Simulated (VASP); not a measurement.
# TiO2 (I4_1/amd) in VASP: single point with PBE+U

Aim: the single point of TiO2 with PBE+U.

Everything below comes from runs of VASP 6.6.1. Logs are shortened: lines on timing, memory, paths and dates and some standing lists are left out, and cuts for length are marked.

### Step 1. The cell of the first run

Symmetry: I4_1/amd, No. 141, tetragonal system. Conventional cell: a = 3.785 Å, b = 3.785 Å, c = 9.520 Å, α = 90.00°, β = 90.00°, γ = 90.00°. Within 2.6 Å of Ti (site symmetry -4m2) lie 6 O at 1.93 to 2.00 Å. Within 2.6 Å of O (site symmetry 2mm) lie 3 Ti at 1.93 to 2.00 Å and 2 O at 2.49 Å.

### Step 2. Single point, PBE+U, collinear spin, ferromagnetic start

Input file INCAR:

```
SYSTEM = TiO2
PREC = Accurate
ENCUT = 520
EDIFF = 1E-7
ISMEAR = -1
SIGMA = 0.03
LREAL = .False.
LASPH = .True.
NELM = 150
ALGO = Normal
ISIF = 2
LWAVE = .False.
LCHARG = .True.
ISPIN = 2
MAGMOM = 1.5 1.5 0 0 0 0
LORBIT = 11
LMAXMIX = 4
LDAU = .True.
LDAUTYPE = 2
LDAUL = 2 -1
LDAUU = 4.4 0
LDAUJ = 0 0
LDAUPRINT = 1
GGA = PE
LELF = .True.
LVHAR = .True.
NBANDS = 37
ISYM = 0
```

Input file KPOINTS:

```
Automatic mesh
0
Gamma
  5 5 7
  0 0 0
```

Input file POSCAR:

```
TiO2
1.0
   -1.8925000000      1.8925000000      4.7598000000
    1.8925000000     -1.8925000000      4.7598000000
    1.8925000000      1.8925000000     -4.7598000000
Ti O
2 4
Direct
    0.0000000000      0.0000000000      0.0000000000
    0.7500000000      0.2500000000      0.5000000000
    0.2101700000      0.2101700000      0.0000000000
    0.9601700000      0.4601700000      0.5000000000
    0.5398300000      0.0398300000      0.5000000000
    0.7898300000      0.7898300000      0.0000000000
```

Potentials or basis: VASP PAW PBE potentials, release 64 (Ti_sv, O).

On the command line:

```sh
> cat potpaw_PBE.64/Ti_sv/POTCAR potpaw_PBE.64/O/POTCAR > POTCAR
> mpirun -np 1 vasp_std > vasp.out
```

OUTCAR:

```text
SYSTEM = TiO2
   PREC = Accurate
   ENCUT = 520
   EDIFF = 1E-7
   ISMEAR = -1
   LREAL = .False.
   LASPH = .True.
   NELM = 150
   ISIF = 2
   ISPIN = 2
   LORBIT = 11
   GGA = PE
   ISYM = 0

 ion  position               nearest neighbor table
   1  0.000  0.000  0.000-   5 1.93   4 1.93   5 1.93   4 1.93   3 2.00   6 2.00
   2  0.750  0.250  0.500-   6 1.93   3 1.93   6 1.93   3 1.93   4 2.00   5 2.00
   3  0.210  0.210  0.000-   2 1.93   2 1.93   1 2.00
   4  0.960  0.460  0.500-   1 1.93   1 1.93   2 2.00
   5  0.540  0.040  0.500-   1 1.93   1 1.93   2 2.00
   6  0.790  0.790  0.000-   2 1.93   2 1.93   1 2.00

IMPORTANT INFORMATION: All symmetrisations will be switched off!
NOSYMM: (Re-)initialisation of all symmetry stuff for point group C_1.

----------------------------------------------------------------------------------------

                                     Primitive cell

  volume of cell :      68.1900

  direct lattice vectors                    reciprocal lattice vectors
    -1.892500000  1.892500000  4.759800000     0.000000000  0.264200793  0.105046431
     1.892500000 -1.892500000  4.759800000     0.264200793  0.000000000  0.105046431
     1.892500000  1.892500000 -4.759800000     0.264200793  0.264200793  0.000000000

  length of vectors
     5.460660083  5.460660083  5.460660083     0.284318152  0.284318152  0.373636344

  position of ions in fractional coordinates (direct lattice)
     0.000000000  0.000000000  0.000000000
     0.750000000  0.250000000  0.500000000
     0.210170000  0.210170000  0.000000000
     0.960170000  0.460170000  0.500000000
     0.539830000  0.039830000  0.500000000
     0.789830000  0.789830000  0.000000000

  ion indices of the primitive-cell ions
   primitive index   ion index
                 1           1
                 2           2
                 3           3
                 4           4
                 5           5
                 6           6

----------------------------------------------------------------------------------------

 KPOINTS: Automatic mesh

Automatic generation of k-mesh.
[... 193 lines left out ...]
  o =  0.2473  v =  0.0000  0.0000  0.0000  0.0000  0.0000 -0.0000 -0.0000 -1.0000 -0.0000  0.0000      0.0000  0.0000  0.0000  0.0000  0.0000  0.0000  0.0000  0.0000  0.0000  0.0000
  o =  0.2473  v = -0.0000 -0.0000 -1.0000 -0.0000 -0.0000  0.0000  0.0000  0.0000  0.0000  0.0000      0.0000  0.0000  0.0000  0.0000  0.0000  0.0000  0.0000  0.0000  0.0000  0.0000
  o =  0.2562  v =  0.0000  0.0000  0.0000  0.0000  0.0000 -0.0000 -0.0000  0.0000  0.0000  1.0000      0.0000  0.0000  0.0000  0.0000  0.0000  0.0000  0.0000  0.0000  0.0000  0.0000
  o =  0.2562  v = -0.0000  0.0000  0.0000 -0.0000 -1.0000  0.0000  0.0000  0.0000  0.0000  0.0000      0.0000  0.0000  0.0000  0.0000  0.0000  0.0000  0.0000  0.0000  0.0000  0.0000

 number of electron      47.9999999 magnetization       0.0000002

 Free energy of the ion-electron system (eV)
  ---------------------------------------------------
  ext. energy  EPLUGINS =         0.00000000
  ---------------------------------------------------
  free energy    TOTEN  =       -47.83962849 eV

  energy without entropy =      -47.83962849  energy(sigma->0) =      -47.83962849

 E-fermi :   4.4065     XC(G=0): -10.7602

 val. band max:        3.7283893007   @ k =   0.0000   0.0000   0.4286
 cond. band min:       6.3765979581   @ k =   0.0000   0.0000   0.0000
 fundamental gap:      2.6482086574
 Fermi energy:         4.4065301758

 spin component 1

 k-point     1 :       0.0000    0.0000    0.0000
  band No.  band energies     occupation
      1     -53.8458      1.00000
      2     -53.7893      1.00000
      3     -30.2356      1.00000
      4     -30.0157      1.00000
      5     -30.0157      1.00000
      6     -29.9493      1.00000
[... 1865 lines left out ...]
     35      14.3857      0.00000
     36      15.0661      0.00000

 [... further k-points ...]

 [bands above 36 left out]

------------------------ aborting loop because EDIFF is reached ----------------------------------------

  FORCE on cell =-STRESS in cart. coord.  units (eV):
  Direction    XX          YY          ZZ          XY          YZ          ZX
  --------------------------------------------------------------------------------------
  -------------------------------------------------------------------------------------
  Total        6.0918333      6.0918391      4.1013190     -0.0000547     -0.0000203     -0.0000193
  in kB      143.1324542    143.1325909     96.3637433     -0.0012847     -0.0004775     -0.0004535
  external PRESSURE =     127.5429295 kB  Pullay stress =       0.0000000 kB

 VOLUME and BASIS-vectors are now :
 -----------------------------------------------------------------------------
  energy-cutoff  :      520.00
  volume of cell :       68.19
      direct lattice vectors                 reciprocal lattice vectors
    -1.892500000  1.892500000  4.759800000     0.000000000  0.264200793  0.105046431
     1.892500000 -1.892500000  4.759800000     0.264200793  0.000000000  0.105046431
     1.892500000  1.892500000 -4.759800000     0.264200793  0.264200793  0.000000000

 POSITION                                       TOTAL-FORCE (eV/Angst)
 -----------------------------------------------------------------------------------
      0.00000      0.00000      0.00000         0.000012     -0.000013      0.000001
      0.00000      1.89250      2.37990        -0.000012      0.000013     -0.000001
      0.00000      0.00000      2.00073         0.000003      0.000000     -0.084155
      0.00000      1.89250      4.38063         0.000000      0.000003     -0.084150
      0.00000      1.89250      0.37917        -0.000003     -0.000001      0.084151
      0.00000      0.00000      7.51887        -0.000000     -0.000003      0.084155
 -----------------------------------------------------------------------------------
    total drift:                                0.000001      0.000000      0.000000

  FREE ENERGIE OF THE ION-ELECTRON SYSTEM (eV)
  ---------------------------------------------------
  free  energy   TOTEN  =       -47.8396284852 eV

  energy  without entropy=      -47.8396284852  energy(sigma->0) =      -47.83962849

 total charge

# of ion       s       p       d       tot
------------------------------------------
    1        2.236   6.319   1.590  10.145
    2        2.236   6.319   1.590  10.145
    3        1.570   3.536   0.000   5.106
    4        1.570   3.536   0.000   5.106
    5        1.570   3.536   0.000   5.106
    6        1.570   3.536   0.000   5.106
--------------------------------------------------
tot         10.754  26.782   3.180  40.716

 magnetization (x)

# of ion       s       p       d       tot
------------------------------------------
    1        0.000   0.000   0.000   0.000
    2        0.000   0.000   0.000   0.000
    3       -0.000  -0.000   0.000  -0.000
    4       -0.000  -0.000   0.000  -0.000
    5       -0.000  -0.000   0.000  -0.000
    6       -0.000  -0.000   0.000  -0.000
--------------------------------------------------
tot          0.000  -0.000   0.000   0.000
```

stdout:

```text
POSCAR found type information on POSCAR TiO
 POSCAR found :  2 types and       6 ions
 scaLAPACK will be used
 LDA part: xc-table for (Slater+PW92), standard interpolation
 -----------------------------------------------------------------------------
|                                                                             |
|           W    W    AA    RRRRR   N    N  II  N    N   GGGG   !!!           |
|           W    W   A  A   R    R  NN   N  II  NN   N  G    G  !!!           |
|           W    W  A    A  R    R  N N  N  II  N N  N  G       !!!           |
|           W WW W  AAAAAA  RRRRR   N  N N  II  N  N N  G  GGG   !            |
|           WW  WW  A    A  R   R   N   NN  II  N   NN  G    G                |
|           W    W  A    A  R    R  N    N  II  N    N   GGGG   !!!           |
|                                                                             |
|     Your reciprocal lattice and k-lattice belong to different lattice       |
|     classes:                                                                |
|                                                                             |
|        The reciprocal lattice is body-centered tetragonal,                  |
|        whereas your k-lattice is base-centered monoclinic.                  |
|                                                                             |
|     Results are often still useful ...                                      |
|                                                                             |
 -----------------------------------------------------------------------------

 POSCAR, INCAR and KPOINTS ok, starting setup
 FFT: planning ... GRIDC
 FFT: planning ... GRID_SOFT
 FFT: planning ... GRID
 WAVECAR not read
 entering main loop
```

Wall time 11 min (1 thread of AMD EPYC 9R45 (Zen 5), shared host); peak memory 0.47 GiB.

Results:

```
Free energy                                           : -47.8396 eV
Pressure                                              : 12.8 GPa
Largest force                                         : 0.084 eV/Å
Band gap on the k mesh                                : 2.65 eV, indirect (least direct gap 3.19 eV)
Net moment                                            : 0.00 μB per cell
Valence electrons inside the program's atomic spheres : Ti 10.14; O 5.11
```

Forces on the atoms (eV/Å):
```
Ti   0.000  0.000  0.000
Ti   0.000  0.000  0.000
O    0.000  0.000 -0.084
O    0.000  0.000 -0.084
O    0.000  0.000  0.084
O    0.000  0.000  0.084
```

Stress tensor (GPa, compression positive):
```
14.31  0.00  0.00
 0.00 14.31  0.00
 0.00  0.00  9.64
```

Levels at points of the mesh, in eV from the valence-band top:
Spin up:
```tsv
k point	band 22	band 23	band 24	band 25	band 26	band 27
(0.00, 0.00, 0.00)	-0.82	-0.54	-0.54	2.65	3.43	4.31
```
Spin down:
| k point | band 20 | band 21 | band 22 | band 23 | band 24 | band 25 | band 26 | band 27 | band 28 | band 29 |
| --- | --- | --- | --- | --- | --- | --- | --- | --- | --- | --- |
| (0.00, 0.00, 0.00) | -0.87 | -0.82 | -0.82 | -0.54 | -0.54 | 2.65 | 3.43 | 4.31 | 4.31 | 4.42 |

Eigenvalues of the final occupation matrices:
```csv
site,spin,trace,eigenvalues
site 1 d,1,0.81,0.10 0.10 0.11 0.25 0.26
site 1 d,2,0.81,0.10 0.10 0.11 0.25 0.26
site 2 d,1,0.81,0.10 0.10 0.11 0.25 0.26
site 2 d,2,0.81,0.10 0.10 0.11 0.25 0.26
```
